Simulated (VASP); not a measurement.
# HfSi2 (Cmcm) in VASP: relaxation of cell and atoms with PBE

Aim: the relaxation of cell and atoms of HfSi2 with PBE.

Program: VASP 6.6.1. These are calculated values, not measurements. Logs are shortened: lines on timing, memory, paths and dates and some standing lists are left out, and cuts for length are marked.

## 1. The cell of the first run

It takes space group Cmcm (No. 63, orthorhombic). The conventional cell has a = 3.706 Å, b = 14.539 Å, c = 3.651 Å, α = 90.00°, β = 90.00°, γ = 90.00°. Within 3.8 Å of Hf (site symmetry m2m) lie 10 Si at 2.70 to 2.97 Å and 6 Hf at 3.55 to 3.71 Å. Within 3.2 Å of Si (site symmetry m2m) lie 2 Si at 2.42 Å and 6 Hf at 2.70 to 2.97 Å. Within 3.4 Å of Si (site symmetry m2m) lie 8 Si at 2.60 to 3.39 Å and 4 Hf at 2.79 to 2.81 Å.

## 2. Relaxation of cell and atoms, PBE

Input file INCAR:

```
ALGO = Normal ; EDIFF = 1E-7
EDIFFG = -0.005 ; ENCUT = 500
GGA = PE ; GGA_COMPAT = F
IBRION = 2 ; ISIF = 3
ISMEAR = 0 ; LASPH = T
LCHARG = F ; LREAL = F
LWAVE = F ; NELM = 120
NELMIN = 4 ; NSW = 100
PREC = Accurate ; SIGMA = 0.1
```

Input file KPOINTS:

```
k-points
0
Gamma
  10 10 10
```

Input file POSCAR:

```
HfSi2
1.0
    1.8527750895     -7.2693202478      0.0000000000
    1.8527750895      7.2693202478      0.0000000000
    0.0000000000      0.0000000000      3.6512293048
Hf Si
2 4
Direct
    0.8951299691      0.1048700309      0.2500000000
    0.1048700309      0.8951299691      0.7500000000
    0.5545916479      0.4454083521      0.2500000000
    0.4454083521      0.5545916479      0.7500000000
    0.2501190797      0.7498809203      0.2500000000
    0.7498809203      0.2501190797      0.7500000000
```

Potentials or basis: VASP PAW PBE potentials, release 64 (Hf_pv, Si).

Run with:

```bash
> cat potpaw_PBE.64/Hf_pv/POTCAR potpaw_PBE.64/Si/POTCAR > POTCAR
> mpirun -np 1 vasp_std > vasp.out
```

OUTCAR:

```text
EDIFF = 1E-7
   EDIFFG = -0.005
   ENCUT = 500
   GGA = PE
   IBRION = 2
   ISIF = 3
   ISMEAR = 0
   LASPH = T
   LREAL = F
   NELM = 120
   NELMIN = 4
   NSW = 100
   PREC = Accurate

 ion  position               nearest neighbor table
   1  0.895  0.105  0.250-   4 2.70   4 2.70   4 2.70   4 2.70   6 2.79   6 2.79   5 2.81   5 2.81
                             3 2.97   3 2.97   2 3.55   2 3.55
   2  0.105  0.895  0.750-   3 2.70   3 2.70   3 2.70   3 2.70   5 2.79   5 2.79   6 2.81   6 2.81
                             4 2.97   4 2.97   1 3.55   1 3.55
   3  0.555  0.445  0.250-   4 2.42   4 2.42   2 2.70   2 2.70   2 2.70   2 2.70   1 2.97   1 2.97

   4  0.445  0.555  0.750-   3 2.42   3 2.42   1 2.70   1 2.70   1 2.70   1 2.70   2 2.97   2 2.97

   5  0.250  0.750  0.250-   6 2.60   6 2.60   6 2.60   6 2.60   2 2.79   2 2.79   1 2.81   1 2.81

   6  0.750  0.250  0.750-   5 2.60   5 2.60   5 2.60   5 2.60   1 2.79   1 2.79   2 2.81   2 2.81

  LATTYP: Found a base centered orthorhombic cell.
 ALAT       =     3.7055501790
 B/A-ratio  =     3.9234768910
 C/A-ratio  =     0.9853406723

  Lattice vectors:

 A1 = (   1.8527750895,  -7.2693202478,   0.0000000000)
 A2 = (   1.8527750895,   7.2693202478,   0.0000000000)
 A3 = (   0.0000000000,   0.0000000000,   3.6512293048)

Analysis of symmetry for initial positions (statically):
=====================================================================
 Subroutine PRICEL returns:
 Original cell was already a primitive cell.

 Routine SETGRP: Setting up the symmetry group for a
 base centered orthorhombic supercell.

 Subroutine GETGRP returns: Found  8 space group operations
 (whereof  4 operations were pure point group operations)
 out of a pool of  8 trial point group operations.

The static configuration has the point symmetry C_2h.
 The point group associated with its full space group is D_2h.

Analysis of symmetry for dynamics (positions and initial velocities):
=====================================================================
 Subroutine PRICEL returns:
 Original cell was already a primitive cell.

 Routine SETGRP: Setting up the symmetry group for a
 base centered orthorhombic supercell.

 Subroutine GETGRP returns: Found  8 space group operations
 (whereof  4 operations were pure point group operations)
 out of a pool of  8 trial point group operations.

The dynamic configuration has the point symmetry C_2h.
 The point group associated with its full space group is D_2h.

 Subroutine INISYM returns: Found  8 space group operations
[... 107 lines left out ...]
   EDIFFG = -.5E-02   stopping-criterion for IOM
   NSW    =    100    number of steps for IOM
   IBRION =      2    ionic relax: 0-MD 1-quasi-New 2-CG
   NFREE  =      1    steps in history (QN), initial steepest desc. (CG)
   ISIF   =      3    stress and relaxation
   ISYM   =      2    0-nonsym 1-usesym 2-fastsym
   POTIM  = 0.5000    time-step for ionic-motion
   TEBEG  =    0.0;   TEEND  =   0.0 temperature during run
   PSTRESS=    0.0 pullay stress
   NELECT =      36.0000    total number of electrons
   NUPDOWN=      -1.0000    fix difference up-down
   EMIN   =  10.00;   EMAX   =-10.00  energy-range for DOS
   EFERMI =   0.00;   METHOD = LEGACY
   ISMEAR =     0;   SIGMA  =   0.10  broadening in eV -4-tet -1-fermi 0-gaus
   EFERMI_NEDOS =   21; number of points for ismear=-14 and -15
   IALGO  =     38    algorithm
   IMIX   =      4    mixing-type and parameters
     AMIX     =   0.40;   BMIX     =  1.00
     AMIX_MAG =   1.60;   BMIX_MAG =  1.00
  volume/ion in A,a.u.               =      16.39       110.62
  Fermi-wavevector in a.u.,A,eV,Ry     =   1.171064  2.212989 18.658891  1.371390
  Thomas-Fermi vector in A             =   2.307513
   LORBIT       =      0    0 simple, 1 ext, 2 COOP (PROOUT), +10 PAW based schemes
   GGA     = PE    functional components
   LHFCALC =     F    Hartree Fock is set to
   AEXX    =    0.0000 exact exchange contribution
   IVDW    =     0    specifies the selected vdW correction
   LEPSILON=     F    determine dielectric tensor
   LRPA    =     F    only Hartree local field effects (RPA)
 conjugate gradient relaxation of ions
 non-spin polarized calculation
 Gauss-broadening in eV      SIGMA  =   0.10
  energy-cutoff  :      500.00
  volume of cell :       98.35
 maximum number of plane-waves:      2523
   NGX = 27   NGY = 27   NGZ = 13

--------------------------------------- Ionic step        1  -------------------------------------------

 number of electron      35.9999997 magnetization

 Free energy of the ion-electron system (eV)
  ---------------------------------------------------
  ext. energy  EPLUGINS =         0.00000000
  ---------------------------------------------------
  free energy    TOTEN  =       -44.93261043 eV

  energy without entropy =      -44.92577021  energy(sigma->0) =      -44.92919032

------------------------ aborting loop because EDIFF is reached ----------------------------------------

  FORCE on cell =-STRESS in cart. coord.  units (eV):
  Direction    XX          YY          ZZ          XY          YZ          ZX
  --------------------------------------------------------------------------------------
  -------------------------------------------------------------------------------------
  Total       -0.6281556      0.0995534      0.1756268      0.0000000      0.0000000      0.0000000
  in kB      -10.2327464      1.6217393      2.8609868      0.0000000      0.0000000      0.0000000
  external PRESSURE =      -1.9166734 kB  Pullay stress =       0.0000000 kB
[... 307 lines left out ...]
--------------------------------------- Ionic step        9  -------------------------------------------

 number of electron      35.9999997 magnetization

 Free energy of the ion-electron system (eV)
  ---------------------------------------------------
  ext. energy  EPLUGINS =         0.00000000
  ---------------------------------------------------
  free energy    TOTEN  =       -44.93585582 eV

  energy without entropy =      -44.92891869  energy(sigma->0) =      -44.93238725

 E-fermi :   8.3214     XC(G=0): -11.3606

 val. band max:        8.3196577506   @ k =   0.2000  -0.0000   0.4000
 cond. band min:       8.3220587561   @ k =   0.4000   0.4000   0.2000
 fundamental gap:      0.0024010056
 Fermi energy:         8.3213594669

 k-point     1 :       0.0000    0.0000    0.0000
  band No.  band energies     occupation
      1     -22.5233      2.00000
      2     -22.4375      2.00000
      3     -22.4223      2.00000
      4     -22.4078      2.00000
      5     -22.3912      2.00000
      6     -22.3629      2.00000
[... 589 lines left out ...]
     21       9.2214      0.00000
     22      10.2261      0.00000

 [... further k-points ...]
[... 5 lines left out ...]
  --------------------------------------------------------------------------------------
  -------------------------------------------------------------------------------------
  Total       -0.0055277     -0.0088358      0.0006853      0.0000000     -0.0000000      0.0000000
  in kB       -0.0900713     -0.1439765      0.0111675      0.0000000     -0.0000000      0.0000000
  external PRESSURE =      -0.0742934 kB  Pullay stress =       0.0000000 kB
[... 21 lines left out ...]
  FREE ENERGIE OF THE ION-ELECTRON SYSTEM (eV)
  ---------------------------------------------------
  free  energy   TOTEN  =       -44.9358558209 eV

  energy  without entropy=      -44.9289186870  energy(sigma->0) =      -44.93238725

 reached required accuracy - stopping structural energy minimisation
```

OSZICAR:

```text
N       E                     dE             d eps       ncg     rms          rms(c)
DAV:   1     0.119150309140E+03    0.11915E+03   -0.17668E+04  8200   0.144E+03
DAV:   2    -0.381521025761E+02   -0.15730E+03   -0.15375E+03  9924   0.298E+02
DAV:   3    -0.461847769061E+02   -0.80327E+01   -0.79253E+01 10700   0.458E+01
[... 74 lines left out ...]
DAV:   2    -0.449358583192E+02    0.18313E-05   -0.62122E-05  9924   0.513E-02    0.126E-02
DAV:   3    -0.449358564786E+02    0.18406E-05   -0.43369E-06 10580   0.125E-02    0.570E-03
DAV:   4    -0.449358560183E+02    0.46031E-06   -0.83846E-07 10436   0.519E-03    0.379E-03
DAV:   5    -0.449358558935E+02    0.12476E-06   -0.13401E-07  6336   0.233E-03    0.194E-03
DAV:   6    -0.449358558209E+02    0.72670E-07   -0.32091E-08  5106   0.113E-03
   9 F= -.44935856E+02 E0= -.44932387E+02  d E =-.542439E-05
```

CONTCAR:

```text
HfSi2
   1.00000000000000
     1.8412455974846920   -7.2997735181941446   -0.0000000000000000
     1.8412455974846920    7.2997735181941446    0.0000000000000000
     0.0000000000000000    0.0000000000000000    3.6577626755123984
  Hf              Si
     2     4
Direct
     0.8945230622504881    0.1054769377495120    0.2500000000000000
     0.1054769377495120    0.8945230622504881    0.7500000000000000
     0.5541100660291265    0.4458899339708735    0.2500000000000000
     0.4458899339708735    0.5541100660291265    0.7500000000000000
     0.2503129979306258    0.7496870020693743    0.2500000000000000
     0.7496870020693743    0.2503129979306258    0.7500000000000000

  0.00000000E+00  0.00000000E+00  0.00000000E+00
  0.00000000E+00  0.00000000E+00  0.00000000E+00
  0.00000000E+00  0.00000000E+00  0.00000000E+00
  0.00000000E+00  0.00000000E+00  0.00000000E+00
  0.00000000E+00  0.00000000E+00  0.00000000E+00
  0.00000000E+00  0.00000000E+00  0.00000000E+00
```

It took 60 min on 1 thread of Oxide Virtual Turin-like, shared host; peak memory 0.49 GiB.

What came out:

* Free energy: -44.9359 eV
* Relaxed volume: 16.39 Å³/atom
* Relaxed cell: a = 7.528 Å, b = 7.528 Å, c = 3.658 Å, α = 90.00°, β = 90.00°, γ = 151.69°
* Space group after relaxing (to 0.1 Å): Cmcm (No. 63)
* Energy gained by relaxing: 0.5 meV/atom
* Ionic steps: 9
* Pressure after relaxing: 0.0 GPa
* Band gap on the k mesh: zero (bands 18 and 19 overlap by 0.91 eV)

The path:
```csv
step,energy change (eV),largest force (eV/Å),pressure (GPa),volume (Å³)
1,0.0000,0.0788,-0.19,98.35
2,-0.0025,0.0367,0.22,98.07
3,-0.0025,0.0403,0.29,98.03
4,-0.0029,0.0376,-0.17,98.39
5,-0.0029,0.0381,-0.09,98.32
6,-0.0032,0.0169,-0.03,98.32
7,-0.0032,0.0071,0.00,98.31
8,-0.0032,0.0078,0.01,98.31
9,-0.0032,0.0011,-0.01,98.33
```

Final structure:
```xyz
6
Lattice="1.8412 -7.2998 0.0000 1.8412 7.2998 0.0000 0.0000 0.0000 3.6578" Properties=species:S:1:pos:R:3 pbc="T T T"
Hf    1.8412   -5.7599    0.9144
Hf    1.8412    5.7599    2.7433
Si    1.8412   -0.7900    0.9144
Si    1.8412    0.7900    2.7433
Si    1.8412    3.6453    0.9144
Si    1.8412   -3.6453    2.7433
```

Caveat: spin-orbit coupling is left out, which moves the levels of the heavy elements.
